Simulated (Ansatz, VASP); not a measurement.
## CuF in VASP and in Ansatz

```xyz
2
Lattice="-2.0969 2.0969 1.8637 2.0969 -2.0969 1.8637 2.0969 2.0969 -1.8637" Properties=species:S:1:pos:R:3 pbc="T T T"
Cu    0.0000    0.0000    0.0000
F     0.0000    0.0000    1.8637
```

Alike in both runs: functional PBE; k mesh 10 × 10 × 10; occupations gaussian, width 0.02 eV; no spin polarisation.

Ansatz relaxed the structure, and its values are those at the end. VASP's run is a single point on that final structure, the one shown.

```csv
,VASP,Ansatz
version,VASP 6.6.1,Ansatz 0.2.0
potentials or method,"VASP PAW PBE potentials, release 64 (Cu, F), cutoff 520 eV","scalar-relativistic, plane waves, PAW"
valence electrons in the cell,18,26
```

```csv
,VASP,Ansatz,Ansatz less VASP
gap on the k mesh at the Fermi level (eV),0.66,0.67,+0.005
pressure (GPa),0.4,0.0,-0.33
```

VASP's potentials hold 18 valence electrons a cell and Ansatz's 26, so a difference there can come from the potentials and not from the codes.
